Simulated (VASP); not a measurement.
# In (Im-3m) in VASP: a series of runs, part 2 of 3

VASP 6.6.1. The steps go on from the part before.

## 3. Single point, PBE

Input file INCAR:

```
SYSTEM = In
ALGO     = Normal         ! electronic algorithm
EDIFF    = 1E-7           ! SCF threshold, eV
ENCUT    = 520            ! plane-wave cutoff, eV
GGA      = PE             ! functional
ISIF     = 2              ! what is computed and relaxed
ISMEAR   = -1             ! smearing method
LASPH    = .True.         ! aspherical terms in the spheres
LCHARG   = .True.         ! write CHGCAR
LELF     = .True.         ! ELF
LREAL    = .False.        ! projectors in reciprocal space
LVHAR    = .True.       
LWAVE    = .False.        ! write WAVECAR
NBANDS   = 12             ! bands
NELM     = 80             ! most SCF steps
PREC     = Accurate       ! precision mode
SIGMA    = 0.05           ! smearing width, eV
```

Input file KPOINTS:

```
k-points
0
Gamma
  17 17 17
  0 0 0
```

Input file POSCAR:

```
In
1.0
   -1.6097806039      1.6097806039      1.6097806039
    1.6097806039     -1.6097806039      1.6097806039
    1.6097806039      1.6097806039     -1.6097806039
In
1
Direct
    0.0000000000      0.0000000000      0.0000000000
```

Potentials or basis: VASP PAW PBE potentials, release 64 (In_d).

Run with:

```sh
> cat potpaw_PBE.64/In_d/POTCAR > POTCAR
> mpirun -np 1 vasp_std > vasp.out
```

OUTCAR:

```text
SYSTEM = In
   EDIFF = 1E-7
   ENCUT = 520
   GGA = PE
   ISIF = 2
   ISMEAR = -1
   LASPH = .True.
   LREAL = .False.
   NELM = 80
   PREC = Accurate

 ion  position               nearest neighbor table
   1  0.000  0.000  0.000-

  LATTYP: Found a body centered cubic cell.
 ALAT       =     3.2195612078

  Lattice vectors:

 A1 = (  -1.6097806039,   1.6097806039,   1.6097806039)
 A2 = (   1.6097806039,  -1.6097806039,   1.6097806039)
 A3 = (   1.6097806039,   1.6097806039,  -1.6097806039)

Analysis of symmetry for initial positions (statically):
=====================================================================
 Subroutine PRICEL returns:
 Original cell was already a primitive cell.

 Routine SETGRP: Setting up the symmetry group for a
 body centered cubic supercell.

 Subroutine GETGRP returns: Found 48 space group operations
 (whereof 48 operations were pure point group operations)
 out of a pool of 48 trial point group operations.

The static configuration has the point symmetry O_h .

Analysis of symmetry for dynamics (positions and initial velocities):
=====================================================================
 Subroutine PRICEL returns:
 Original cell was already a primitive cell.

 Routine SETGRP: Setting up the symmetry group for a
 body centered cubic supercell.

 Subroutine GETGRP returns: Found 48 space group operations
 (whereof 48 operations were pure point group operations)
 out of a pool of 48 trial point group operations.

The dynamic configuration has the point symmetry O_h .

 Subroutine INISYM returns: Found 48 space group operations
 (whereof 48 operations are pure point group operations),
 and found     1 'primitive' translations

----------------------------------------------------------------------------------------

                                     Primitive cell

  volume of cell :      16.6863

  direct lattice vectors                    reciprocal lattice vectors
    -1.609780604  1.609780604  1.609780604     0.000000000  0.310601332  0.310601332
     1.609780604 -1.609780604  1.609780604     0.310601332  0.000000000  0.310601332
     1.609780604  1.609780604 -1.609780604     0.310601332  0.310601332  0.000000000

  length of vectors
     2.788221795  2.788221795  2.788221795     0.439256616  0.439256616  0.439256616

  position of ions in fractional coordinates (direct lattice)
     0.000000000  0.000000000  0.000000000

  ion indices of the primitive-cell ions
   primitive index   ion index
                 1           1

----------------------------------------------------------------------------------------

 KPOINTS: k-points

Automatic generation of k-mesh.
 Grid dimensions read from file:
 generate k-points for:   17   17   17

 Generating k-lattice:

  Cartesian coordinates                     Fractional coordinates (reciprocal lattice)
     0.000000000  0.018270667  0.018270667     0.058823529  0.000000000  0.000000000
     0.018270667  0.000000000  0.018270667     0.000000000  0.058823529  0.000000000
     0.018270667  0.018270667  0.000000000     0.000000000  0.000000000  0.058823529

  Length of vectors
     0.025838624  0.025838624  0.025838624

  Shift w.r.t. Gamma in fractional coordinates (k-lattice)
     0.000000000  0.000000000  0.000000000

 Subroutine IBZKPT returns following result:
 ===========================================

 Found    165 irreducible k-points:

 Following reciprocal coordinates:
            Coordinates               Weight
  0.000000  0.000000  0.000000      1.000000
  0.058824  0.000000  0.000000     12.000000
  0.117647  0.000000  0.000000     12.000000
  0.176471  0.000000  0.000000     12.000000
  0.235294  0.000000  0.000000     12.000000
  0.294118  0.000000  0.000000     12.000000
[... 16 lines left out ...]
  0.411765  0.117647  0.000000     48.000000
  0.176471  0.176471  0.000000     24.000000
 [... further k-points ...]
   k-points           NKPTS =    165   k-points in BZ     NKDIM =    165   number of bands    NBANDS=     12
   number of dos      NEDOS =    301   number of ions     NIONS =      1
   total plane-waves  NPLWV =  13824
   dimension x,y,z NGX =    24 NGY =   24 NGZ =   24
   dimension x,y,z NGXF=    48 NGYF=   48 NGZF=   48
   ions per type =               1
   NGX,Y,Z   is equivalent  to a cutoff of  14.31, 14.31, 14.31 a.u.
   NGXF,Y,Z  is equivalent  to a cutoff of  28.62, 28.62, 28.62 a.u.
 SYSTEM =  In
   PREC   = accura    normal or accurate (medium, high low for compatibility)
   ISTART =      0    job   : 0-new  1-cont  2-samecut
   ICHARG =      2    charge: 1-file 2-atom 10-const
   ISPIN  =      1    spin polarized calculation?
   LNONCOLLINEAR =      F non collinear calculations
   LSORBIT =      F    spin-orbit coupling
   LASPH  =      T    aspherical Exc in radial PAW
   ENCUT  =  520.0 eV  38.22 Ry    6.18 a.u.   5.18  5.18  5.18*2*pi/ulx,y,z
   NELM   =     80;   NELMIN=  2; NELMDL= -5     # of ELM steps
   EDIFF  = 0.1E-06   stopping-criterion for ELM
   LREAL  =      F    real-space projection
   EDIFFG = 0.1E-05   stopping-criterion for IOM
   NSW    =      0    number of steps for IOM
   IBRION =     -1    ionic relax: 0-MD 1-quasi-New 2-CG
   NFREE  =      0    steps in history (QN), initial steepest desc. (CG)
   ISIF   =      2    stress and relaxation
   ISYM   =      2    0-nonsym 1-usesym 2-fastsym
   POTIM  = 0.5000    time-step for ionic-motion
   TEBEG  =    0.0;   TEEND  =   0.0 temperature during run
   PSTRESS=    0.0 pullay stress
   NELECT =      13.0000    total number of electrons
   NUPDOWN=      -1.0000    fix difference up-down
   EMIN   =  10.00;   EMAX   =-10.00  energy-range for DOS
   EFERMI =   0.00;   METHOD = LEGACY
   ISMEAR =    -1;   SIGMA  =   0.05  broadening in eV -4-tet -1-fermi 0-gaus
   EFERMI_NEDOS =   21; number of points for ismear=-14 and -15
   IALGO  =     38    algorithm
   IMIX   =      4    mixing-type and parameters
     AMIX     =   0.40;   BMIX     =  1.00
     AMIX_MAG =   1.60;   BMIX_MAG =  1.00
  volume/ion in A,a.u.               =      16.69       112.60
  Fermi-wavevector in a.u.,A,eV,Ry     =   1.506385  2.846655 30.874275  2.269195
  Thomas-Fermi vector in A             =   2.617109
   LORBIT       =      0    0 simple, 1 ext, 2 COOP (PROOUT), +10 PAW based schemes
   GGA     = PE    functional components
   LHFCALC =     F    Hartree Fock is set to
   AEXX    =    0.0000 exact exchange contribution
   IVDW    =     0    specifies the selected vdW correction
   LEPSILON=     F    determine dielectric tensor
   LRPA    =     F    only Hartree local field effects (RPA)
 non-spin polarized calculation
  energy-cutoff  :      520.00
  volume of cell :       16.69
 maximum number of plane-waves:       466
 NGX is ok and might be reduce to    24
   NGX = 11   NGY = 11   NGZ = 11

 number of electron      12.9999996 magnetization

 Free energy of the ion-electron system (eV)
  ---------------------------------------------------
  ext. energy  EPLUGINS =         0.00000000
  ---------------------------------------------------
  free energy    TOTEN  =        -1.18289913 eV

  energy without entropy =       -1.17924376  energy(sigma->0) =       -1.18107145

 E-fermi :  14.2629     XC(G=0): -12.5879

 val. band max:       14.2291136103   @ k =  -0.2941  -0.4706   0.0588
 cond. band min:      14.2783473931   @ k =  -0.3529  -0.4706   0.1765
 fundamental gap:      0.0492337829
 Fermi energy:        14.2628910571

 k-point     1 :       0.0000    0.0000    0.0000
  band No.  band energies     occupation
      1      -1.7147      2.00000
      2      -1.7147      2.00000
      3      -1.7147      2.00000
      4      -0.9111      2.00000
      5      -0.9111      2.00000
      6       0.6033      2.00000
      7      27.9953      0.00000
      8      27.9953      0.00000
      9      27.9953      0.00000
     10      31.2811      0.00000
     11      31.2811      0.00000
     12      31.2811      0.00000

 k-point     2 :       0.0588    0.0000    0.0000
  band No.  band energies     occupation
      1      -1.7280      2.00000
      2      -1.7081      2.00000
      3      -1.6741      2.00000
      4      -0.9256      2.00000
      5      -0.9108      2.00000
      6       0.7174      2.00000
      7      27.3657      0.00000
      8      27.8842      0.00000
      9      27.9512      0.00000
     10      30.2023      0.00000
     11      30.4410      0.00000
     12      30.5784      0.00000
[... 316 lines left out ...]
 k-point    24 :       0.1765    0.1765    0.0000
  band No.  band energies     occupation
      1      -1.9213      2.00000
      2      -1.7315      2.00000
      3      -1.0808      2.00000
      4      -1.0685      2.00000
      5      -0.8682      2.00000
      6       3.9137      2.00000
      7      19.2273      0.00000
      8      19.6660      0.00000
      9      24.1317      0.00000
     10      28.5539      0.00000
     11      30.7582      0.00000
     12      33.0738      0.00000

 [... further k-points ...]
[... 5 lines left out ...]
  --------------------------------------------------------------------------------------
  -------------------------------------------------------------------------------------
  Total        6.8828933      6.8828933      6.8828933      0.0000000      0.0000000     -0.0000000
  in kB      660.8783995    660.8783995    660.8783995      0.0000000      0.0000000     -0.0000000
  external PRESSURE =     660.8783995 kB  Pullay stress =       0.0000000 kB

 VOLUME and BASIS-vectors are now :
 -----------------------------------------------------------------------------
  energy-cutoff  :      520.00
  volume of cell :       16.69
      direct lattice vectors                 reciprocal lattice vectors
    -1.609780604  1.609780604  1.609780604     0.000000000  0.310601332  0.310601332
     1.609780604 -1.609780604  1.609780604     0.310601332  0.000000000  0.310601332
     1.609780604  1.609780604 -1.609780604     0.310601332  0.310601332  0.000000000

 POSITION                                       TOTAL-FORCE (eV/Angst)
 -----------------------------------------------------------------------------------
      0.00000      0.00000      0.00000        -0.000000     -0.000000      0.000000
 -----------------------------------------------------------------------------------
    total drift:                               -0.000000      0.000000      0.000000

  FREE ENERGIE OF THE ION-ELECTRON SYSTEM (eV)
  ---------------------------------------------------
  free  energy   TOTEN  =        -1.1828991324 eV

  energy  without entropy=       -1.1792437648  energy(sigma->0) =       -1.18107145
```

Wall time 18 s (1 thread of Intel Xeon 6975P-C, shared host); peak memory 0.16 GiB.

What came out:

```
Free energy : -1.1829 eV
Pressure    : 66.1 GPa
```

Levels at points of the mesh, in eV from the Fermi level:
```csv
k point,band 4,band 5,band 6,band 7,band 8,band 9
"(0.00, 0.00, 0.00)",-15.17,-15.17,-13.66,13.73,13.73,13.73
```

Caveat: spin-orbit coupling is left out, which moves the levels of the heavy elements.

(Part 2 of 3 ends here.)
